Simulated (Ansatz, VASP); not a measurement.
# Two plane-wave programs on Si2P

The input INCAR:

```
PREC     = Accurate       # precision mode
ENCUT    = 600            # plane-wave cutoff, eV
EDIFF    = 1E-6           # SCF threshold, eV
ISMEAR   = 0              # smearing method
SIGMA    = 0.1            # smearing width, eV
LREAL    = F              # projectors in reciprocal space
LASPH    = T              # aspherical terms in the spheres
NELM     = 80             # most SCF steps
ALGO     = Normal         # electronic algorithm
ISIF     = 3              # what is computed and relaxed
LWAVE    = F              # write WAVECAR
LCHARG   = F              # write CHGCAR
GGA      = PE             # functional
IBRION   = 2              # ionic algorithm
NSW      = 100            # ionic steps
EDIFFG   = -0.01          # ionic threshold
```

Contents of KPOINTS:

```
regular mesh
0
Gamma
  12 12 6
```

Contents of POSCAR:

```
Si2P
1.0
    3.4510889024      0.0000000000      0.0000000000
    0.0000000000      3.4510889024      0.0000000000
    0.0000000000      0.0000000000      8.4171746559
Si P
4 2
Direct
    0.0000000000      0.0000000000      0.0000000000
    0.5000000000      0.5000000000      0.0000000000
    0.0000000000      0.5000000000      0.3574945829
    0.5000000000      0.0000000000      0.6425054171
    0.0000000000      0.5000000000      0.6374022740
    0.5000000000      0.0000000000      0.3625977260
```

Input for Ansatz:

```yaml
crystal:
  lattice:
    - [3.4510889024, 0.0, 0.0]
    - [0.0, 3.4510889024, 0.0]
    - [0.0, 0.0, 8.4171746559]
  atoms:
    - { symbol: Si, position: [0.0, 0.0, 0.0] }
    - { symbol: Si, position: [0.5, 0.5, 0.0] }
    - { symbol: Si, position: [0.0, 0.5, 0.3574945829] }
    - { symbol: Si, position: [0.5, 0.0, 0.6425054171] }
    - { symbol: P, position: [0.0, 0.5, 0.637402274] }
    - { symbol: P, position: [0.5, 0.0, 0.362597726] }
basis:
  ecutwfc: 420
kpoints:
  mp_grid: { grid: [12, 12, 6] }
hamiltonian:
  xc: pbe
scf:
  occupations: { method: gaussian, width: 0.1 }
output:
  forces: true
  stress: true
  eigenvalues: true
  write_density: true
  write_potential: true
  elf: true
  volumetric_format: npy
relax:
  adjacent_minimum: "off"
  f_tol: 0.01
  max_steps: 80
  cell: { stress_tol: 0.05 }
```

Change from the starting cell: species swapped into the Fe2As type (P4/nmm, No. 129).

Alike in both runs: task relaxation of cell and atoms; functional PBE; k mesh 12 × 12 × 6; occupations gaussian, width 0.1 eV; no spin polarisation.

|  | VASP | Ansatz |
| --- | --- | --- |
| version | VASP 6.6.1 | Ansatz 0.2.0 |
| potentials or method | VASP PAW PBE potentials, release 64 (Si, P), cutoff 600 eV | scalar-relativistic, plane waves, PAW |
| valence electrons in the cell | 26 | 26 |

VASP gave:

| Quantity | Value |
| --- | --- |
| gap on the k mesh at the Fermi level, each at its own relaxed structure (eV) | none |
| relaxed volume (Å³/atom) | 16.46 |
| relaxed cell length with the largest relative difference (Å) | 8.326 |

**Question.** Estimate Ansatz's values.

**Answer.** gap on the k mesh at the Fermi level, each at its own relaxed structure (eV): none; relaxed volume (Å³/atom): 16.47; relaxed cell length with the largest relative difference (Å): 8.332.

A gap of «none» marks a metal or a gap that the smearing closes.
